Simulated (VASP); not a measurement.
# Sc3B2Sb (P4mm) in VASP: a series of runs

Sc3B2Sb is run at these levels: PBE; tasks: single point, relaxation of cell and atoms.

All numbers are computed with VASP 6.6.1; they aren't measurements. Logs are shortened: lines on timing, memory, paths and dates and some standing lists are left out, and cuts for length are marked.

**1. The cell of the first run**

Symmetry: P4mm, No. 99, tetragonal system. The conventional cell has a = 4.365 Å, b = 4.365 Å, c = 6.508 Å, α = 90.00°, β = 90.00°, γ = 90.00°. Sc (site symmetry 2mm) has 1 B at 1.76 Å and 2 Sc at 2.31 Å within 2.4 Å. Within 3.1 Å of Sc (site symmetry 4mm) lie 4 Sc at 2.31 Å and 4 B at 2.40 Å. B (site symmetry 2mm) has 1 Sc at 1.76 Å within 2.3 Å. Within 4.1 Å of Sb (site symmetry 4mm) lie 4 Sc at 3.10 Å and 4 B at 3.35 Å.

The cell was generated, and may not be a known phase.

**2. Single point, PBE**

Input file INCAR:

```
ALGO = Normal
EDIFF = 1E-6
ENCUT = 520
GGA = PE
ISIF = 2
ISMEAR = 0
LASPH = T
LCHARG = F
LREAL = F
LWAVE = F
NBANDS = 31
NELM = 80
PREC = Accurate
SIGMA = 0.1
```

Input file KPOINTS:

```
k-points
0
Gamma
  4 4 4
```

Input file POSCAR:

```
Sc3B2Sb
1.0
    4.3652301400      0.0000000000      0.0000000000
    0.0000000000      4.3652301400      0.0000000000
    0.0000000000      0.0000000000      6.5079158900
Sc B Sb
3 2 1
Direct
    0.5000000000      0.0000000000      0.8479632900
    0.0000000000      0.5000000000      0.8479632900
    0.5000000000      0.5000000000      0.7319311300
    0.5000000000      0.0000000000      0.5780020800
    0.0000000000      0.5000000000      0.5780020800
    0.0000000000      0.0000000000      0.1868938600
```

Potentials or basis: VASP PAW PBE potentials, release 64 (Sc_sv, B, Sb).

Command:

```
$ cat potpaw_PBE.64/Sc_sv/POTCAR potpaw_PBE.64/B/POTCAR potpaw_PBE.64/Sb/POTCAR > POTCAR
$ mpirun -np 1 vasp_std > vasp.out
```

OUTCAR:

```text
EDIFF = 1E-6
   ENCUT = 520
   GGA = PE
   ISIF = 2
   ISMEAR = 0
   LASPH = T
   LREAL = F
   NELM = 80
   PREC = Accurate

 ion  position               nearest neighbor table
   1  0.500  0.000  0.848-   4 1.76   3 2.31   3 2.31   2 3.09   2 3.09   2 3.09   2 3.09   6 3.10
                             6 3.10
   2  0.000  0.500  0.848-   5 1.76   3 2.31   3 2.31   1 3.09   1 3.09   1 3.09   1 3.09   6 3.10
                             6 3.10
   3  0.500  0.500  0.732-   1 2.31   2 2.31   1 2.31   2 2.31   4 2.40   4 2.40   5 2.40   5 2.40

   4  0.500  0.000  0.578-   1 1.76   3 2.40   3 2.40
   5  0.000  0.500  0.578-   2 1.76   3 2.40   3 2.40
   6  0.000  0.000  0.187-   1 3.10   2 3.10   2 3.10   1 3.10

  LATTYP: Found a simple tetragonal cell.
 ALAT       =     4.3652301400
 C/A-ratio  =     1.4908528717

  Lattice vectors:

 A1 = (   4.3652301400,   0.0000000000,   0.0000000000)
 A2 = (   0.0000000000,   4.3652301400,   0.0000000000)
 A3 = (   0.0000000000,   0.0000000000,   6.5079158900)

Analysis of symmetry for initial positions (statically):
=====================================================================
 Subroutine PRICEL returns:
 Original cell was already a primitive cell.

 Routine SETGRP: Setting up the symmetry group for a
 simple tetragonal supercell.

 Subroutine GETGRP returns: Found  8 space group operations
 (whereof  8 operations were pure point group operations)
 out of a pool of 16 trial point group operations.

The static configuration has the point symmetry C_4v.

Analysis of symmetry for dynamics (positions and initial velocities):
=====================================================================
 Subroutine PRICEL returns:
 Original cell was already a primitive cell.

 Routine SETGRP: Setting up the symmetry group for a
 simple tetragonal supercell.

 Subroutine GETGRP returns: Found  8 space group operations
 (whereof  8 operations were pure point group operations)
 out of a pool of 16 trial point group operations.

The dynamic configuration has the point symmetry C_4v.

 Subroutine INISYM returns: Found  8 space group operations
 (whereof  8 operations are pure point group operations),
 and found     1 'primitive' translations

[... 94 lines left out ...]
   NELM   =     80;   NELMIN=  2; NELMDL= -5     # of ELM steps
   EDIFF  = 0.1E-05   stopping-criterion for ELM
   LREAL  =      F    real-space projection
   EDIFFG = 0.1E-04   stopping-criterion for IOM
   NSW    =      0    number of steps for IOM
   IBRION =     -1    ionic relax: 0-MD 1-quasi-New 2-CG
   NFREE  =      0    steps in history (QN), initial steepest desc. (CG)
   ISIF   =      2    stress and relaxation
   ISYM   =      2    0-nonsym 1-usesym 2-fastsym
   POTIM  = 0.5000    time-step for ionic-motion
   TEBEG  =    0.0;   TEEND  =   0.0 temperature during run
   PSTRESS=    0.0 pullay stress
   NELECT =      44.0000    total number of electrons
   NUPDOWN=      -1.0000    fix difference up-down
   EMIN   =  10.00;   EMAX   =-10.00  energy-range for DOS
   EFERMI =   0.00;   METHOD = LEGACY
   ISMEAR =     0;   SIGMA  =   0.10  broadening in eV -4-tet -1-fermi 0-gaus
   EFERMI_NEDOS =   21; number of points for ismear=-14 and -15
   IALGO  =     38    algorithm
   IMIX   =      4    mixing-type and parameters
     AMIX     =   0.40;   BMIX     =  1.00
     AMIX_MAG =   1.60;   BMIX_MAG =  1.00
  volume/ion in A,a.u.               =      20.67       139.48
  Fermi-wavevector in a.u.,A,eV,Ry     =   1.158974  2.190143 18.275624  1.343220
  Thomas-Fermi vector in A             =   2.295571
   LORBIT       =      0    0 simple, 1 ext, 2 COOP (PROOUT), +10 PAW based schemes
   GGA     = PE    functional components
   LHFCALC =     F    Hartree Fock is set to
   AEXX    =    0.0000 exact exchange contribution
   IVDW    =     0    specifies the selected vdW correction
   LEPSILON=     F    determine dielectric tensor
   LRPA    =     F    only Hartree local field effects (RPA)
 non-spin polarized calculation
 Gauss-broadening in eV      SIGMA  =   0.10
  energy-cutoff  :      520.00
  volume of cell :      124.01
 maximum number of plane-waves:      3376
   NGX = 17   NGY = 17   NGZ = 25

 number of electron      43.9999993 magnetization

 Free energy of the ion-electron system (eV)
  ---------------------------------------------------
  ext. energy  EPLUGINS =         0.00000000
  ---------------------------------------------------
  free energy    TOTEN  =       -22.89189350 eV

  energy without entropy =      -22.85075140  energy(sigma->0) =      -22.87132245

 E-fermi :   3.5386     XC(G=0):  -9.5169

 val. band max:        3.5308160547   @ k =   0.0000   0.0000   0.0000
 cond. band min:       3.5461626583   @ k =   0.2500   0.0000   0.2500
 fundamental gap:      0.0153466036
 Fermi energy:         3.5385730914

 k-point     1 :       0.0000    0.0000    0.0000
  band No.  band energies     occupation
      1     -45.1546      2.00000
      2     -44.6191      2.00000
      3     -44.0276      2.00000
      4     -25.0809      2.00000
      5     -25.0809      2.00000
      6     -23.7550      2.00000
[... 601 lines left out ...]
     30       6.2474      0.00000
     31       6.7501      0.00000

------------------------ aborting loop because EDIFF is reached ----------------------------------------

  FORCE on cell =-STRESS in cart. coord.  units (eV):
  Direction    XX          YY          ZZ          XY          YZ          ZX
  --------------------------------------------------------------------------------------
  -------------------------------------------------------------------------------------
  Total        9.0338894      9.0338894     25.9449828      0.0000000      0.0000000      0.0000000
  in kB      116.7156602    116.7156602    335.2028846      0.0000000      0.0000000      0.0000000
  external PRESSURE =     189.5447350 kB  Pullay stress =       0.0000000 kB

 VOLUME and BASIS-vectors are now :
 -----------------------------------------------------------------------------
  energy-cutoff  :      520.00
  volume of cell :      124.01
      direct lattice vectors                 reciprocal lattice vectors
     4.365230140  0.000000000  0.000000000     0.229082996  0.000000000  0.000000000
     0.000000000  4.365230140  0.000000000     0.000000000  0.229082996  0.000000000
     0.000000000  0.000000000  6.507915890     0.000000000  0.000000000  0.153659023

 POSITION                                       TOTAL-FORCE (eV/Angst)
 -----------------------------------------------------------------------------------
      2.18262      0.00000      5.51847         0.000000     -0.000000     10.523800
      0.00000      2.18262      5.51847         0.000000     -0.000000     10.523800
      2.18262      2.18262      4.76335        -0.000000      0.000000     -4.754939
      2.18262      0.00000      3.76159        -0.000000     -0.000000     -8.304798
      0.00000      2.18262      3.76159        -0.000000     -0.000000     -8.304798
      0.00000      0.00000      1.21629        -0.000000     -0.000000      0.316936
 -----------------------------------------------------------------------------------
    total drift:                                0.000000     -0.000000      0.000899

  FREE ENERGIE OF THE ION-ELECTRON SYSTEM (eV)
  ---------------------------------------------------
  free  energy   TOTEN  =       -22.8918934971 eV

  energy  without entropy=      -22.8507514008  energy(sigma->0) =      -22.87132245
```

It took 47 s on 1 thread of Oxide Virtual Turin-like, shared host; peak memory 0.21 GiB.

Results:

```
Free energy            : -22.8919 eV
Pressure               : 19.0 GPa
Largest force          : 10.524 eV/Å
Band gap on the k mesh : zero (bands 22 and 23 overlap by 0.83 eV)
```

Forces in eV/Å, atoms in the order of the input:
```
Sc   0.000  0.000 10.524
Sc   0.000  0.000 10.524
Sc   0.000  0.000 -4.755
B    0.000  0.000 -8.305
B    0.000  0.000 -8.305
Sb   0.000  0.000  0.317
```

Levels at points of the mesh, in eV from the Fermi level:
```tsv
k point	band 18	band 19	band 20	band 21	band 22	band 23	band 24	band 25	band 26	band 27
(0.00, 0.00, 0.00)	-1.92	-1.63	-0.41	-0.25	-0.25	-0.01	1.03	1.03	1.14	1.31
(0.50, 0.00, 0.00)	-1.52	-1.24	-1.11	-0.71	-0.05	0.30	0.37	0.74	1.23	1.51
(0.50, 0.50, 0.00)	-1.67	-1.67	-0.80	-0.78	-0.56	0.22	0.22	0.50	0.50	2.01
(0.00, 0.00, 0.50)	-1.84	-1.63	-0.27	0.09	0.31	0.31	0.88	1.19	1.19	1.19
(0.50, 0.00, 0.50)	-1.53	-1.30	-1.15	-0.33	-0.16	-0.12	1.04	1.20	1.26	1.28
(0.50, 0.50, 0.50)	-2.27	-2.27	-0.92	-0.78	-0.52	-0.52	-0.18	2.00	2.13	2.13
```

Caveat: the stress differs along the axes, from 12 to 34 GPa; spin-orbit coupling is left out, which moves the levels of the heavy elements; forces of over 1 eV/Å act on the atoms, so gaps and moduli don't describe the material at rest.

**3. Relaxation of cell and atoms, PBE**

Input file INCAR:

```
SYSTEM = Sc3B2Sb
PREC = Accurate
ENCUT = 600
EDIFF = 1E-6
ISMEAR = 0
SIGMA = 0.1
LREAL = .FALSE.
LASPH = .TRUE.
NELM = 60
ALGO = Normal
ISIF = 3
LWAVE = .FALSE.
LCHARG = .FALSE.
GGA = PE
IBRION = 2
NSW = 90
EDIFFG = -0.04
```

Input file KPOINTS:

```
regular mesh
0
G
  4 4 4
  0 0 0
```

POSCAR is that of step 2.

Potentials or basis: VASP PAW PBE potentials, release 64 (Sc_sv, B, Sb).

Command:

```
$ cat potpaw_PBE.64/Sc_sv/POTCAR potpaw_PBE.64/B/POTCAR potpaw_PBE.64/Sb/POTCAR > POTCAR
$ mpirun -np 1 vasp_std > vasp.out
```

Run time: 25 min. Hardware: 1 thread of Oxide Virtual Turin-like, shared host; peak memory 0.28 GiB.

It converged, with:

```
Free energy                           : -35.0150 eV
Relaxed volume                        : 19.04 Å³/atom
Relaxed cell                          : a = 4.929 Å, b = 4.929 Å, c = 4.703 Å, α = 90.00°, β = 90.00°, γ = 90.00°
Space group after relaxing (to 0.1 Å) : P4/mmm (No. 123)
Pressure after relaxing               : 0.0 GPa
Largest force after relaxing          : 0.039 eV/Å
Band gap on the k mesh                : zero (bands 22 and 23 overlap by 0.46 eV)
```

Forces on the atoms (eV/Å):
```
Sc   0.000  0.000 -0.013
Sc   0.000  0.000 -0.013
Sc   0.000  0.000  0.039
B    0.000  0.000 -0.023
B    0.000  0.000 -0.023
Sb   0.000  0.000  0.033
```

Stress tensor (GPa, compression positive):
```
 0.16  0.00  0.00
 0.00  0.16  0.00
 0.00  0.00 -0.29
```

Final structure:
```yaml
crystal:
  lattice:
    - [4.92900, 0.00000, 0.00000]
    - [0.00000, 4.92900, 0.00000]
    - [0.00000, 0.00000, 4.70301]
  atoms:
    - { symbol: Sc, position: [0.50000, 0.00000, 0.96293] }
    - { symbol: Sc, position: [0.00000, 0.50000, 0.96293] }
    - { symbol: Sc, position: [0.50000, 0.50000, 0.46112] }
    - { symbol: B, position: [0.50000, 0.00000, 0.46327] }
    - { symbol: B, position: [0.00000, 0.50000, 0.46327] }
    - { symbol: Sb, position: [0.00000, 0.00000, 0.45723] }
```

Levels at points of the mesh, in eV from the Fermi level:
```csv
k point,band 20,band 21,band 22,band 23,band 24,band 25
"(0.00, 0.00, 0.00)",-0.17,0.00,0.00,0.33,0.95,0.95
"(0.50, 0.00, 0.00)",-0.69,-0.35,0.12,0.44,1.03,1.13
"(0.50, 0.50, 0.00)",-0.59,-0.22,-0.22,0.20,0.39,1.34
"(0.00, 0.00, 0.50)",-1.28,-0.69,-0.03,-0.03,0.30,0.75
"(0.50, 0.00, 0.50)",-1.18,-1.02,-0.30,0.28,0.81,1.17
"(0.50, 0.50, 0.50)",-1.08,-0.03,0.11,0.11,0.33,1.54
```

Caveat: a cell axis changed by over 15 % at a fixed basis, so the end point is rough; spin-orbit coupling is left out, which moves the levels of the heavy elements.
